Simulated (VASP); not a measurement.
# ZnO (P6_3mc) in VASP: relaxation of cell and atoms with r2SCAN

Aim: the relaxation of cell and atoms of ZnO with r2SCAN.

Everything below comes from runs of VASP 6.6.1. Logs are shortened: lines on timing, memory, paths and dates and some standing lists are left out, and cuts for length are marked.

### 1 The cell of the first run

Symmetry: P6_3mc, No. 186, hexagonal system. The conventional cell has a = 3.273 Å, b = 3.273 Å, c = 5.345 Å, α = 90.00°, β = 90.00°, γ = 120.00°. Within 2.7 Å of Zn (site symmetry 3m) lie 4 O at 2.00 Å. O (site symmetry 3m) has 4 Zn at 2.00 Å within 2.7 Å.

### 2 Relaxation of cell and atoms, r2SCAN

POSCAR reads:

```
ZnO
1.0
    3.2731970000      0.0000000000      0.0000000000
   -1.6365990000      2.8346720000      0.0000000000
    0.0000000000      0.0000000000      5.3451090000
Zn O
2 2
Direct
    0.0000000000      0.0000000000      0.0000000000
    0.3333333300      0.6666666700      0.5000000000
    0.0000000000      0.0000000000      0.3750000000
    0.3333333300      0.6666666700      0.8750000000
```

INCAR.step1 reads:

```
SYSTEM = ZnO
PREC = Accurate
ENCUT = 600
ISMEAR = 0
SIGMA = 0.02
LREAL = .FALSE.
LASPH = .TRUE.
NELM = 100
GGA = PE
ALGO = Normal
EDIFF = 1E-4
LWAVE = .TRUE.
LCHARG = .FALSE.
```

INCAR.step2 reads:

```
SYSTEM = ZnO
PREC = Accurate
ENCUT = 600
EDIFF = 1E-6
ISMEAR = 0
SIGMA = 0.02
LREAL = .FALSE.
LASPH = .TRUE.
NELM = 100
ALGO = Normal
ISIF = 3
LWAVE = .FALSE.
LCHARG = .FALSE.
METAGGA = R2SCAN
LMIXTAU = .TRUE.
IBRION = 2
NSW = 100
EDIFFG = -0.005
ISTART = 1
```

KPOINTS reads:

```
regular mesh
0
G
  12 12 6
  0 0 0
```

Potentials or basis: VASP PAW PBE potentials, release 64 (Zn, O).

Command:

```
cat potpaw_PBE.64/Zn/POTCAR potpaw_PBE.64/O/POTCAR > POTCAR
cp INCAR.step1 INCAR
mpirun -np 1 vasp_std > vasp.out
cp INCAR.step2 INCAR
mpirun -np 1 vasp_std > vasp.out
```

OUTCAR:

```text
SYSTEM = ZnO
   PREC = Accurate
   ENCUT = 600
   EDIFF = 1E-6
   ISMEAR = 0
   LREAL = .FALSE.
   LASPH = .TRUE.
   NELM = 100
   ISIF = 3
   METAGGA = R2SCAN
   IBRION = 2
   NSW = 100
   EDIFFG = -0.005
   ISTART = 1

 ion  position               nearest neighbor table
   1  0.000  0.000  0.000-   4 2.00   4 2.00   4 2.00   3 2.00
   2  0.333  0.667  0.500-   3 2.00   3 2.00   3 2.00   4 2.00
   3  0.000  0.000  0.375-   2 2.00   2 2.00   2 2.00   1 2.00
   4  0.333  0.667  0.875-   1 2.00   1 2.00   1 2.00   2 2.00

  LATTYP: Found a hexagonal cell.
 ALAT       =     3.2731970000
 C/A-ratio  =     1.6329933701

  Lattice vectors:

 A1 = (   3.2731970000,   0.0000000000,   0.0000000000)
 A2 = (  -1.6365990000,   2.8346720000,   0.0000000000)
 A3 = (   0.0000000000,   0.0000000000,   5.3451090000)

Analysis of symmetry for initial positions (statically):
=====================================================================
 Subroutine PRICEL returns:
 Original cell was already a primitive cell.

 Routine SETGRP: Setting up the symmetry group for a
 hexagonal supercell.

 Subroutine GETGRP returns: Found 12 space group operations
 (whereof  6 operations were pure point group operations)
 out of a pool of 24 trial point group operations.

The static configuration has the point symmetry C_3v.
 The point group associated with its full space group is C_6v.

Analysis of symmetry for dynamics (positions and initial velocities):
=====================================================================
 Subroutine PRICEL returns:
 Original cell was already a primitive cell.

 Routine SETGRP: Setting up the symmetry group for a
 hexagonal supercell.

 Subroutine GETGRP returns: Found 12 space group operations
 (whereof  6 operations were pure point group operations)
 out of a pool of 24 trial point group operations.

The dynamic configuration has the point symmetry C_3v.
 The point group associated with its full space group is C_6v.

 Subroutine INISYM returns: Found 12 space group operations
 (whereof  6 operations are pure point group operations),
 and found     1 'primitive' translations

----------------------------------------------------------------------------------------

                                     Primitive cell

  volume of cell :      49.5943

  direct lattice vectors                    reciprocal lattice vectors
     3.273197000  0.000000000  0.000000000     0.305511706  0.176387304  0.000000000
    -1.636599000  2.834672000  0.000000000     0.000000000  0.352774501  0.000000000
     0.000000000  0.000000000  5.345109000     0.000000000  0.000000000  0.187086924

  length of vectors
     3.273197000  3.273197463  5.345109000     0.352774551  0.352774501  0.187086924

  position of ions in fractional coordinates (direct lattice)
     0.000000000  0.000000000  0.000000000
     0.333333330  0.666666670  0.500000000
     0.000000000  0.000000000  0.375000000
     0.333333330  0.666666670  0.875000000

  ion indices of the primitive-cell ions
   primitive index   ion index
                 1           1
                 2           2
                 3           3
                 4           4

----------------------------------------------------------------------------------------

 KPOINTS: regular mesh

Automatic generation of k-mesh.
 Grid dimensions read from file:
 generate k-points for:   12   12    6

 Generating k-lattice:

  Cartesian coordinates                     Fractional coordinates (reciprocal lattice)
     0.025459309  0.014698942  0.000000000     0.083333333  0.000000000  0.000000000
     0.000000000  0.029397875  0.000000000     0.000000000  0.083333333  0.000000000
     0.000000000  0.000000000  0.031181154     0.000000000  0.000000000  0.166666667

  Length of vectors
     0.029397879  0.029397875  0.031181154

  Shift w.r.t. Gamma in fractional coordinates (k-lattice)
     0.000000000  0.000000000  0.000000000

 Subroutine IBZKPT returns following result:
 ===========================================

 Found     76 irreducible k-points:

 Following reciprocal coordinates:
            Coordinates               Weight
  0.000000  0.000000  0.000000      1.000000
  0.083333  0.000000  0.000000      6.000000
  0.166667  0.000000  0.000000      6.000000
  0.250000  0.000000  0.000000      6.000000
  0.333333 -0.000000  0.000000      6.000000
  0.416667 -0.000000  0.000000      6.000000
[... 16 lines left out ...]
  0.250000  0.000000  0.166667     12.000000
  0.333333 -0.000000  0.166667     12.000000
 [... further k-points ...]
   k-points           NKPTS =     76   k-points in BZ     NKDIM =     76   number of bands    NBANDS=     22
   number of dos      NEDOS =    301   number of ions     NIONS =      4
   total plane-waves  NPLWV =  37632
   dimension x,y,z NGX =    28 NGY =   28 NGZ =   48
   dimension x,y,z NGXF=    56 NGYF=   56 NGZF=   96
   ions per type =               2   2
   NGX,Y,Z   is equivalent  to a cutoff of  14.22, 14.22, 14.93 a.u.
   NGXF,Y,Z  is equivalent  to a cutoff of  28.44, 28.44, 29.86 a.u.
 SYSTEM =  ZnO
   PREC   = accura    normal or accurate (medium, high low for compatibility)
   ISTART =      1    job   : 0-new  1-cont  2-samecut
   ICHARG =      0    charge: 1-file 2-atom 10-const
   ISPIN  =      1    spin polarized calculation?
   LNONCOLLINEAR =      F non collinear calculations
   LSORBIT =      F    spin-orbit coupling
   LASPH  =      T    aspherical Exc in radial PAW
   ENCUT  =  600.0 eV  44.10 Ry    6.64 a.u.   6.54  6.54 10.68*2*pi/ulx,y,z
   NELM   =    100;   NELMIN=  2; NELMDL=  0     # of ELM steps
   EDIFF  = 0.1E-05   stopping-criterion for ELM
   LREAL  =      F    real-space projection
   EDIFFG = -.5E-02   stopping-criterion for IOM
   NSW    =    100    number of steps for IOM
   IBRION =      2    ionic relax: 0-MD 1-quasi-New 2-CG
   NFREE  =      1    steps in history (QN), initial steepest desc. (CG)
   ISIF   =      3    stress and relaxation
   ISYM   =      2    0-nonsym 1-usesym 2-fastsym
   POTIM  = 0.5000    time-step for ionic-motion
   TEBEG  =    0.0;   TEEND  =   0.0 temperature during run
   PSTRESS=    0.0 pullay stress
   NELECT =      36.0000    total number of electrons
   NUPDOWN=      -1.0000    fix difference up-down
   EMIN   =  10.00;   EMAX   =-10.00  energy-range for DOS
   EFERMI =   0.00;   METHOD = LEGACY
   ISMEAR =     0;   SIGMA  =   0.02  broadening in eV -4-tet -1-fermi 0-gaus
   EFERMI_NEDOS =   21; number of points for ismear=-14 and -15
   IALGO  =     38    algorithm
   IMIX   =      4    mixing-type and parameters
     AMIX     =   0.40;   BMIX     =  1.00
     AMIX_MAG =   1.60;   BMIX_MAG =  1.00
  volume/ion in A,a.u.               =      12.40        83.67
  Fermi-wavevector in a.u.,A,eV,Ry     =   1.471291  2.780336 29.452482  2.164696
  Thomas-Fermi vector in A             =   2.586444
   LORBIT       =      0    0 simple, 1 ext, 2 COOP (PROOUT), +10 PAW based schemes
   METAGGA = R2SCAN    functional components
   LHFCALC =     F    Hartree Fock is set to
   AEXX    =    0.0000 exact exchange contribution
   IVDW    =     0    specifies the selected vdW correction
   LEPSILON=     F    determine dielectric tensor
   LRPA    =     F    only Hartree local field effects (RPA)
 conjugate gradient relaxation of ions
 non-spin polarized calculation
 Gauss-broadening in eV      SIGMA  =   0.02
  energy-cutoff  :      600.00
  volume of cell :       49.59
 maximum number of plane-waves:      1687
 NGX is ok and might be reduce to    28
   NGX = 13   NGY = 13   NGZ = 21

--------------------------------------- Ionic step        1  -------------------------------------------

 number of electron      36.0000002 magnetization

 Free energy of the ion-electron system (eV)
  ---------------------------------------------------
  ext. energy  EPLUGINS =         0.00000000
  ---------------------------------------------------
  free energy    TOTEN  =       -36.28465845 eV

  energy without entropy =      -36.28465845  energy(sigma->0) =      -36.28465845

------------------------ aborting loop because EDIFF is reached ----------------------------------------

  FORCE on cell =-STRESS in cart. coord.  units (eV):
  Direction    XX          YY          ZZ          XY          YZ          ZX
  --------------------------------------------------------------------------------------
  -------------------------------------------------------------------------------------
  Total       -1.7416506     -1.7416509     -2.0348882      0.0000003      0.0000000      0.0000000
  in kB      -56.2652285    -56.2652382    -65.7384725      0.0000099      0.0000000      0.0000000
  external PRESSURE =     -59.4229797 kB  Pullay stress =       0.0000000 kB
[... 289 lines left out ...]
  energy  without entropy=      -36.3300912466  energy(sigma->0) =      -36.33009125

--------------------------------------- Ionic step        9  -------------------------------------------

 number of electron      36.0000000 magnetization

 Free energy of the ion-electron system (eV)
  ---------------------------------------------------
  ext. energy  EPLUGINS =         0.00000000
  ---------------------------------------------------
  free energy    TOTEN  =       -36.33016101 eV

  energy without entropy =      -36.33016101  energy(sigma->0) =      -36.33016101

 E-fermi :   0.9635     XC(G=0): -11.6769

 val. band max:        0.8704489392   @ k =   0.0000   0.0000   0.0000
 cond. band min:       2.1003966033   @ k =   0.0000   0.0000   0.0000
 fundamental gap:      1.2299476641
 Fermi energy:         0.9635012857

 k-point     1 :       0.0000    0.0000    0.0000
  band No.  band energies     occupation
      1     -18.2329      2.00000
      2     -17.5427      2.00000
      3      -4.9629      2.00000
      4      -4.9628      2.00000
      5      -4.9016      2.00000
      6      -4.8371      2.00000
[... 574 lines left out ...]
      6      -4.5512      2.00000
[... 14 lines left out ...]
     21       9.8303      0.00000
     22      10.4077      0.00000

 [... further k-points ...]

------------------------ aborting loop because EDIFF is reached ----------------------------------------

  FORCE on cell =-STRESS in cart. coord.  units (eV):
  Direction    XX          YY          ZZ          XY          YZ          ZX
  --------------------------------------------------------------------------------------
  -------------------------------------------------------------------------------------
  Total       -0.0069309     -0.0069309      0.0074698      0.0000000      0.0000000      0.0000000
  in kB       -0.2339288     -0.2339288      0.2521148      0.0000000      0.0000000      0.0000000
  external PRESSURE =      -0.0719143 kB  Pullay stress =       0.0000000 kB
[... 19 lines left out ...]
  FREE ENERGIE OF THE ION-ELECTRON SYSTEM (eV)
  ---------------------------------------------------
  free  energy   TOTEN  =       -36.3301610100 eV

  energy  without entropy=      -36.3301610100  energy(sigma->0) =      -36.33016101

 reached required accuracy - stopping structural energy minimisation
```

It took 38 min on 1 thread of Intel Xeon Platinum 8375C at 2.90GHz (Ice Lake), shared host; peak memory 0.26 GiB.

Results:

```
Free energy                           : -36.3302 eV
Relaxed volume                        : 11.87 Å³/atom
Relaxed cell                          : a = 3.242 Å, b = 3.242 Å, c = 5.215 Å, α = 90.00°, β = 90.00°, γ = 120.00°
Space group after relaxing (to 0.1 Å) : P6_3mc (No. 186)
Energy gained by relaxing             : 11.4 meV/atom
Ionic steps                           : 9
Pressure after relaxing               : 0.0 GPa
Band gap on the k mesh                : 1.23 eV
```

The path:
```tsv
step	energy change (eV)	largest force (eV/Å)	pressure (GPa)	volume (Å³)
1	0.0000	0.0466	-5.94	49.59
2	-0.0323	0.0400	3.71	46.37
3	-0.0437	0.0392	0.25	47.40
4	-0.0437	0.0392	0.03	47.46
5	-0.0442	0.0392	0.02	47.47
6	-0.0452	0.0385	-0.03	47.48
7	-0.0453	0.0370	-0.04	47.49
8	-0.0454	0.0211	0.02	47.46
9	-0.0455	0.0010	-0.01	47.47
```

Final structure:
```
Zn O
1.0
     3.24188    0.00000    0.00000
    -1.62094    2.80755    0.00000
     0.00000    0.00000    5.21550
Zn O
2 2
Direct
  0.00000 0.00000 0.99747
  0.33333 0.66667 0.49747
  0.00000 0.00000 0.37753
  0.33333 0.66667 0.87753
```

Caveat: the PAW data sets were made with another functional, which shifts forces and pressure a little.
